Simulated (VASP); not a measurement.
# C (Imma) in VASP: notebook

C is run at these levels: PBE; tasks: single point, relaxation of cell and atoms.

Everything below comes from runs of VASP 6.6.1. Logs are shortened: lines on timing, memory, paths and dates and some standing lists are left out, and cuts for length are marked.

### 1 The cell of the first run

It takes space group Imma (No. 74, orthorhombic). The conventional cell has a = 2.597 Å, b = 4.252 Å, c = 4.366 Å, α = 90.00°, β = 90.00°, γ = 90.00°. C (site symmetry m) has 4 C at 1.52 Å within 2.0 Å.

### 2 Single point, PBE

INCAR reads:

```
SYSTEM = C
ALGO = Normal
EDIFF = 1E-7
ENCUT = 520
GGA = PE
ISIF = 2
ISMEAR = 0
LASPH = .TRUE.
LCHARG = .TRUE.
LELF = .TRUE.
LREAL = .FALSE.
LVHAR = .TRUE.
LWAVE = .FALSE.
NBANDS = 16
NELM = 100
PREC = Accurate
SIGMA = 0.1
```

KPOINTS reads:

```
k-points
0
G
  8 8 8
  0 0 0
```

POSCAR reads:

```
C
1.0
   -1.2986469400      2.1258815100      2.1828897100
    1.2986469400     -2.1258815100      2.1828897100
    1.2986469400      2.1258815100     -2.1828897100
C
4
Direct
    0.9115308200      0.3404630000      0.5710678200
    0.7306048300      0.6595370000      0.0710678200
    0.0884691800      0.6595370000      0.4289321800
    0.2693951700      0.3404630000      0.9289321800
```

Potentials or basis: VASP PAW PBE potentials, release 64 (C).

The run is started by

```sh
cat potpaw_PBE.64/C/POTCAR > POTCAR
mpirun -np 1 vasp_std > vasp.out
```

OUTCAR:

```text
SYSTEM = C
   EDIFF = 1E-7
   ENCUT = 520
   GGA = PE
   ISIF = 2
   ISMEAR = 0
   LASPH = .TRUE.
   LREAL = .FALSE.
   NELM = 100
   PREC = Accurate

 ion  position               nearest neighbor table
   1  0.912  0.340  0.571-   3 1.52   2 1.52   2 1.52   4 1.52
   2  0.731  0.660  0.071-   4 1.52   1 1.52   1 1.52   3 1.52
   3  0.088  0.660  0.429-   1 1.52   4 1.52   4 1.52   2 1.52
   4  0.269  0.340  0.929-   2 1.52   3 1.52   3 1.52   1 1.52

  LATTYP: Found a body centered orthorhombic cell.
 ALAT       =     2.5972938800
 B/A-ratio  =     1.6369972812
 C/A-ratio  =     1.6808954326

  Lattice vectors:

 A1 = (  -1.2986469400,   2.1258815100,   2.1828897100)
 A2 = (   1.2986469400,  -2.1258815100,   2.1828897100)
 A3 = (   1.2986469400,   2.1258815100,  -2.1828897100)

Analysis of symmetry for initial positions (statically):
=====================================================================
 Subroutine PRICEL returns:
 Original cell was already a primitive cell.

 Routine SETGRP: Setting up the symmetry group for a
 body centered orthorhombic supercell.

 Subroutine GETGRP returns: Found  8 space group operations
 (whereof  4 operations were pure point group operations)
 out of a pool of  8 trial point group operations.

The static configuration has the point symmetry C_2h.
 The point group associated with its full space group is D_2h.

Analysis of symmetry for dynamics (positions and initial velocities):
=====================================================================
 Subroutine PRICEL returns:
 Original cell was already a primitive cell.

 Routine SETGRP: Setting up the symmetry group for a
 body centered orthorhombic supercell.

 Subroutine GETGRP returns: Found  8 space group operations
 (whereof  4 operations were pure point group operations)
 out of a pool of  8 trial point group operations.

The dynamic configuration has the point symmetry C_2h.
 The point group associated with its full space group is D_2h.

 Subroutine INISYM returns: Found  8 space group operations
 (whereof  4 operations are pure point group operations),
 and found     1 'primitive' translations

----------------------------------------------------------------------------------------

                                     Primitive cell

  volume of cell :      24.1058

  direct lattice vectors                    reciprocal lattice vectors
    -1.298646940  2.125881510  2.182889710     0.000000000  0.235196551  0.229054174
     1.298646940 -2.125881510  2.182889710     0.385016115  0.000000000  0.229054174
     1.298646940  2.125881510 -2.182889710     0.385016115  0.235196551  0.000000000

  length of vectors
     3.312229394  3.312229394  3.312229394     0.328303568  0.447999134  0.451170508

  position of ions in fractional coordinates (direct lattice)
     0.911530820  0.340463000  0.571067820
     0.730604830  0.659537000  0.071067820
     0.088469180  0.659537000  0.428932180
     0.269395170  0.340463000  0.928932180

  ion indices of the primitive-cell ions
   primitive index   ion index
                 1           1
                 2           2
                 3           3
                 4           4

----------------------------------------------------------------------------------------

 KPOINTS: k-points

Automatic generation of k-mesh.
 Grid dimensions read from file:
 generate k-points for:    8    8    8

 Generating k-lattice:

  Cartesian coordinates                     Fractional coordinates (reciprocal lattice)
     0.000000000  0.029399569  0.028631772     0.125000000  0.000000000 -0.000000000
     0.048127014  0.000000000  0.028631772     0.000000000  0.125000000  0.000000000
     0.048127014  0.029399569  0.000000000    -0.000000000  0.000000000  0.125000000

  Length of vectors
     0.041037946  0.055999892  0.056396313

  Shift w.r.t. Gamma in fractional coordinates (k-lattice)
     0.000000000  0.000000000  0.000000000

 Subroutine IBZKPT returns following result:
 ===========================================

 Found     95 irreducible k-points:

 Following reciprocal coordinates:
            Coordinates               Weight
  0.000000  0.000000  0.000000      1.000000
  0.125000  0.000000 -0.000000      4.000000
  0.250000  0.000000 -0.000000      4.000000
  0.375000  0.000000 -0.000000      4.000000
  0.500000  0.000000 -0.000000      2.000000
  0.000000  0.125000  0.000000      4.000000
[... 16 lines left out ...]
  0.125000  0.375000 -0.000000      8.000000
  0.250000  0.375000 -0.000000      8.000000
 [... further k-points ...]
   k-points           NKPTS =     95   k-points in BZ     NKDIM =     95   number of bands    NBANDS=     16
   number of dos      NEDOS =    301   number of ions     NIONS =      4
   total plane-waves  NPLWV =  21952
   dimension x,y,z NGX =    28 NGY =   28 NGZ =   28
   dimension x,y,z NGXF=    56 NGYF=   56 NGZF=   56
   ions per type =               4
   NGX,Y,Z   is equivalent  to a cutoff of  14.05, 14.05, 14.05 a.u.
   NGXF,Y,Z  is equivalent  to a cutoff of  28.11, 28.11, 28.11 a.u.
 SYSTEM =  C
   PREC   = accura    normal or accurate (medium, high low for compatibility)
   ISTART =      0    job   : 0-new  1-cont  2-samecut
   ICHARG =      2    charge: 1-file 2-atom 10-const
   ISPIN  =      1    spin polarized calculation?
   LNONCOLLINEAR =      F non collinear calculations
   LSORBIT =      F    spin-orbit coupling
   LASPH  =      T    aspherical Exc in radial PAW
   ENCUT  =  520.0 eV  38.22 Ry    6.18 a.u.   6.16  6.16  6.16*2*pi/ulx,y,z
   NELM   =    100;   NELMIN=  2; NELMDL= -5     # of ELM steps
   EDIFF  = 0.1E-06   stopping-criterion for ELM
   LREAL  =      F    real-space projection
   EDIFFG = 0.1E-05   stopping-criterion for IOM
   NSW    =      0    number of steps for IOM
   IBRION =     -1    ionic relax: 0-MD 1-quasi-New 2-CG
   NFREE  =      0    steps in history (QN), initial steepest desc. (CG)
   ISIF   =      2    stress and relaxation
   ISYM   =      2    0-nonsym 1-usesym 2-fastsym
   POTIM  = 0.5000    time-step for ionic-motion
   TEBEG  =    0.0;   TEEND  =   0.0 temperature during run
   PSTRESS=    0.0 pullay stress
   NELECT =      16.0000    total number of electrons
   NUPDOWN=      -1.0000    fix difference up-down
   EMIN   =  10.00;   EMAX   =-10.00  energy-range for DOS
   EFERMI =   0.00;   METHOD = LEGACY
   ISMEAR =     0;   SIGMA  =   0.10  broadening in eV -4-tet -1-fermi 0-gaus
   EFERMI_NEDOS =   21; number of points for ismear=-14 and -15
   IALGO  =     38    algorithm
   IMIX   =      4    mixing-type and parameters
     AMIX     =   0.40;   BMIX     =  1.00
     AMIX_MAG =   1.60;   BMIX_MAG =  1.00
  volume/ion in A,a.u.               =       6.03        40.67
  Fermi-wavevector in a.u.,A,eV,Ry     =   1.428042  2.698607 27.746398  2.039303
  Thomas-Fermi vector in A             =   2.548146
   LORBIT       =      0    0 simple, 1 ext, 2 COOP (PROOUT), +10 PAW based schemes
   GGA     = PE    functional components
   LHFCALC =     F    Hartree Fock is set to
   AEXX    =    0.0000 exact exchange contribution
   IVDW    =     0    specifies the selected vdW correction
   LEPSILON=     F    determine dielectric tensor
   LRPA    =     F    only Hartree local field effects (RPA)
 non-spin polarized calculation
 Gauss-broadening in eV      SIGMA  =   0.10
  energy-cutoff  :      520.00
  volume of cell :       24.11
 maximum number of plane-waves:       661
 NGX is ok and might be reduce to    28
   NGX = 13   NGY = 13   NGZ = 13

 number of electron      15.9999998 magnetization

 Free energy of the ion-electron system (eV)
  ---------------------------------------------------
  ext. energy  EPLUGINS =         0.00000000
  ---------------------------------------------------
  free energy    TOTEN  =       -34.13139034 eV

  energy without entropy =      -34.13139034  energy(sigma->0) =      -34.13139034

 E-fermi :   9.5968     XC(G=0): -12.6816

 val. band max:        9.0780464142   @ k =   0.5000   0.5000   0.3750
 cond. band min:      11.9525028650   @ k =   0.5000   0.0000  -0.0000
 fundamental gap:      2.8744564508
 Fermi energy:         9.5968145853

 k-point     1 :       0.0000    0.0000    0.0000
  band No.  band energies     occupation
      1     -12.9413      2.00000
      2      -1.5425      2.00000
      3      -0.6520      2.00000
      4      -0.1370      2.00000
      5       2.4646      2.00000
      6       3.6517      2.00000
[... 8 lines left out ...]
     15      24.1670      0.00000
     16      26.4305      0.00000

 k-point     2 :       0.1250    0.0000   -0.0000
  band No.  band energies     occupation
      1     -12.7819      2.00000
      2      -3.0220      2.00000
      3      -0.3507      2.00000
      4       0.2177      2.00000
      5       3.3528      2.00000
      6       3.6192      2.00000
[... 8 lines left out ...]
     15      23.7770      0.00000
     16      26.4090      0.00000

 k-point     3 :       0.2500    0.0000   -0.0000
  band No.  band energies     occupation
      1     -12.3325      2.00000
      2      -5.0135      2.00000
      3      -0.1166      2.00000
      4       0.7323      2.00000
      5       2.8375      2.00000
      6       5.4008      2.00000
[... 8 lines left out ...]
     15      24.3311      0.00000
     16      24.8668      0.00000

 k-point     4 :       0.3750    0.0000   -0.0000
  band No.  band energies     occupation
      1     -11.7263      2.00000
      2      -6.6261      2.00000
      3       0.1124      2.00000
      4       1.3228      2.00000
      5       2.4510      2.00000
      6       4.4753      2.00000
[... 8 lines left out ...]
     15      22.8618      0.00000
     16      24.3224      0.00000
[... 324 lines left out ...]
 k-point    22 :       0.0000    0.3750    0.0000
  band No.  band energies     occupation
      1      -9.9046      2.00000
      2      -4.7155      2.00000
      3      -2.3934      2.00000
      4      -0.1091      2.00000
      5       0.3364      2.00000
      6       1.9407      2.00000
[... 8 lines left out ...]
     15      22.7685      0.00000
     16      26.9507      0.00000

 k-point    23 :       0.1250    0.3750   -0.0000
  band No.  band energies     occupation
      1      -9.3805      2.00000
      2      -5.2994      2.00000
      3      -3.3685      2.00000
      4      -0.4249      2.00000
      5       0.6068      2.00000
      6       2.5493      2.00000
[... 8 lines left out ...]
     15      23.3964      0.00000
     16      26.5682      0.00000

 k-point    24 :       0.2500    0.3750   -0.0000
  band No.  band energies     occupation
      1      -8.8368      2.00000
      2      -5.8245      2.00000
      3      -4.1501      2.00000
      4      -0.5387      2.00000
      5       0.8616      2.00000
      6       3.3071      2.00000
[... 8 lines left out ...]
     15      24.0082      0.00000
     16      24.7498      0.00000

 [... further k-points ...]

------------------------ aborting loop because EDIFF is reached ----------------------------------------

  FORCE on cell =-STRESS in cart. coord.  units (eV):
  Direction    XX          YY          ZZ          XY          YZ          ZX
  --------------------------------------------------------------------------------------
  -------------------------------------------------------------------------------------
  Total        2.5951859      9.2445115      0.8563173      0.0000000      0.0000000      0.0000000
  in kB      172.4872984    614.4302814     56.9145547      0.0000000      0.0000000      0.0000000
  external PRESSURE =     281.2773782 kB  Pullay stress =       0.0000000 kB

 VOLUME and BASIS-vectors are now :
 -----------------------------------------------------------------------------
  energy-cutoff  :      520.00
  volume of cell :       24.11
      direct lattice vectors                 reciprocal lattice vectors
    -1.298646940  2.125881510  2.182889710     0.000000000  0.235196551  0.229054174
     1.298646940 -2.125881510  2.182889710     0.385016115  0.000000000  0.229054174
     1.298646940  2.125881510 -2.182889710     0.385016115  0.235196551  0.000000000

 POSITION                                       TOTAL-FORCE (eV/Angst)
 -----------------------------------------------------------------------------------
      0.00000      2.42805      1.48639         0.000000     -0.701567      2.144606
     -0.00000      0.30216      2.87939        -0.000000     -0.701567     -2.144606
      1.29865     -0.30216      0.69650        -0.000000      0.701567     -2.144606
      1.29865      1.82372     -0.69650         0.000000      0.701567      2.144606
 -----------------------------------------------------------------------------------
    total drift:                                0.000002     -0.000005     -0.000003

  FREE ENERGIE OF THE ION-ELECTRON SYSTEM (eV)
  ---------------------------------------------------
  free  energy   TOTEN  =       -34.1313903364 eV

  energy  without entropy=      -34.1313903364  energy(sigma->0) =      -34.13139034
```

Wall time 28 s (1 thread of Intel Xeon 6975P-C (Granite Rapids), shared host); peak memory 0.15 GiB.

Results:

| Quantity | Value |
| --- | --- |
| Free energy | -34.1314 eV |
| Pressure | 28.1 GPa |
| Largest force | 2.256 eV/Å |
| Band gap on the k mesh | 2.87 eV, indirect (least direct gap 4.36 eV) |

Forces in eV/Å, atoms in the order of the input:
```
C    0.000 -0.702  2.145
C    0.000 -0.702 -2.145
C    0.000  0.702 -2.145
C    0.000  0.702  2.145
```

Levels at points of the mesh, in eV from the valence-band top:
| k point | band 4 | band 5 | band 6 | band 7 | band 8 | band 9 | band 10 | band 11 | band 12 | band 13 |
| --- | --- | --- | --- | --- | --- | --- | --- | --- | --- | --- |
| (0.00, 0.00, 0.00) | -9.21 | -6.61 | -5.43 | -3.75 | -2.36 | 3.23 | 5.04 | 6.18 | 8.05 | 8.90 |
| (0.50, 0.00, 0.00) | -7.40 | -6.77 | -5.11 | -2.92 | -1.48 | 2.87 | 4.99 | 6.72 | 9.14 | 12.43 |
| (0.00, 0.50, 0.00) | -9.58 | -8.84 | -7.98 | -3.52 | -2.48 | 4.22 | 7.63 | 8.63 | 10.13 | 11.31 |
| (0.50, 0.50, 0.00) | -10.65 | -7.83 | -7.83 | -3.59 | -3.59 | 6.17 | 6.17 | 10.55 | 10.55 | 11.09 |
| (0.50, 0.50, 0.50) | -9.85 | -8.04 | -0.92 | -0.70 | -0.43 | 4.30 | 7.86 | 9.05 | 10.95 | 11.31 |

Caveat: forces of over 1 eV/Å act on the atoms, so gaps and moduli don't describe the material at rest.

### 3 Single point, PBE

This run uses another cell than the first one, of 6.61 Å³/atom, 1.097 times its volume.

INCAR reads:

```
  PREC = Accurate
  ENCUT = 520
  EDIFF = 1E-7
  ISMEAR = 0
  SIGMA = 0.1
  LREAL = False
  LASPH = True
  NELM = 80
  ALGO = Normal
  ISIF = 2
  LWAVE = False
  LCHARG = False
  GGA = PE
  NBANDS = 16
```

KPOINTS reads:

```
regular mesh
0
Gamma
  8 8 8
```

POSCAR reads:

```
C
1.0
   -1.2737045851      2.4697014388      2.1020484581
    1.2737045851     -2.4697014388      2.1020484581
    1.2737045851      2.4697014388     -2.1020484581
C
4
Direct
    0.9412644657      0.3541536514      0.5871108142
    0.7329571628      0.6458463486      0.0871108142
    0.0587355343      0.6458463486      0.4128891858
    0.2670428372      0.3541536514      0.9128891858
```

Potentials or basis: VASP PAW PBE potentials, release 64 (C).

The run is started by

```sh
cat potpaw_PBE.64/C/POTCAR > POTCAR
mpirun -np 1 vasp_std > vasp.out
```

It took 22 s on 1 thread of Intel Xeon 6975P-C (Granite Rapids), shared host; peak memory 0.16 GiB.

It converged, with:

- Free energy: -34.9244 eV
- Pressure: 0.5 GPa
- Largest force: 0.018 eV/Å
- Band gap on the k mesh: 2.71 eV, indirect (least direct gap 3.95 eV)

Forces in eV/Å, atoms in the order of the input:
```
C    0.000 -0.011  0.014
C    0.000 -0.011 -0.014
C    0.000  0.011 -0.014
C    0.000  0.011  0.014
```

Stress tensor (GPa, compression positive):
```
0.58 0.00 0.00
0.00 0.51 0.00
0.00 0.00 0.43
```

Levels at points of the mesh, in eV from the valence-band top:
| k point | band 4 | band 5 | band 6 | band 7 | band 8 | band 9 | band 10 | band 11 | band 12 | band 13 |
| --- | --- | --- | --- | --- | --- | --- | --- | --- | --- | --- |
| (0.00, 0.00, 0.00) | -9.50 | -6.80 | -3.93 | -3.45 | -1.24 | 2.71 | 4.43 | 5.27 | 7.97 | 9.17 |
| (0.50, 0.00, 0.00) | -7.42 | -5.43 | -4.59 | -2.32 | -2.25 | 3.00 | 5.59 | 6.85 | 8.76 | 11.22 |
| (0.00, 0.50, 0.00) | -9.94 | -8.55 | -7.52 | -3.64 | -1.91 | 5.64 | 6.10 | 7.57 | 8.85 | 9.52 |
| (0.50, 0.50, 0.00) | -10.39 | -7.38 | -7.38 | -4.43 | -4.43 | 5.49 | 5.49 | 8.77 | 8.77 | 11.40 |
| (0.50, 0.50, 0.50) | -8.79 | -6.62 | -1.63 | -0.47 | 0.00 | 4.65 | 5.75 | 7.99 | 9.12 | 9.62 |

A k mesh can miss the band edges. A hybrid or GW would open this gap; PBE tends to underestimate it.

[end of part 1 of 2]
